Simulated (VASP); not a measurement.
**MgI2: single point with LDA**

MgI2:

```xyz
3
Lattice="4.1487 0.0000 0.0000 -2.0744 3.5929 0.0000 0.0000 0.0000 6.8054" Properties=species:S:1:pos:R:3 pbc="T T T"
Mg    0.0000    0.0000    0.0000
I     0.0000    2.3953    4.9674
I     2.0744    1.1976    1.8380
```

This cell differs from its parent crystal: atoms shifted along a free coordinate.

```yaml
Program: VASP 6.6.1
Task: single point
Functional: LDA
Potentials_or_basis: VASP PAW LDA potentials, release 64 (Mg, I)
Cutoff: 520 eV
k_mesh: 6 × 6 × 4
Occupations: gaussian, width 0.05 eV
Spin: no spin polarisation
```

```yaml
Pressure: -3.4 GPa
Largest_force: 0.948 eV/Å
Band_gap_on_the_k_mesh: 2.96 eV
```

Forces in eV/Å, atoms in the order of the input:
```
Mg   0.000  0.000  0.000
I    0.000  0.000  0.948
I    0.000  0.000 -0.948
```

Stress tensor (GPa, compression positive):
```
-2.76  0.00  0.00
 0.00 -2.76  0.00
 0.00  0.00 -4.70
```

Levels at points of the mesh, in eV from the valence-band top:
```csv
k point,band 6,band 7,band 8,band 9,band 10,band 11
"(0.00, 0.00, 0.00)",-0.09,0.00,0.00,2.96,4.68,6.70
"(0.50, 0.00, 0.00)",-1.32,-1.21,-0.40,3.38,4.87,4.88
"(0.00, 0.00, 0.50)",-0.24,-0.17,-0.17,4.39,4.68,6.43
"(0.50, 0.00, 0.50)",-1.00,-0.93,-0.89,2.99,4.50,5.49
```

Wall time 55 s on 1 thread of Intel Xeon 8259CL, on a shared host, peak memory 0.2 GiB.

Caveat: the cell differs from its parent crystal (atoms shifted along a free coordinate); the cell stands under tension; spin-orbit coupling is left out, which moves the levels of the heavy elements. A k mesh can miss the band edges.
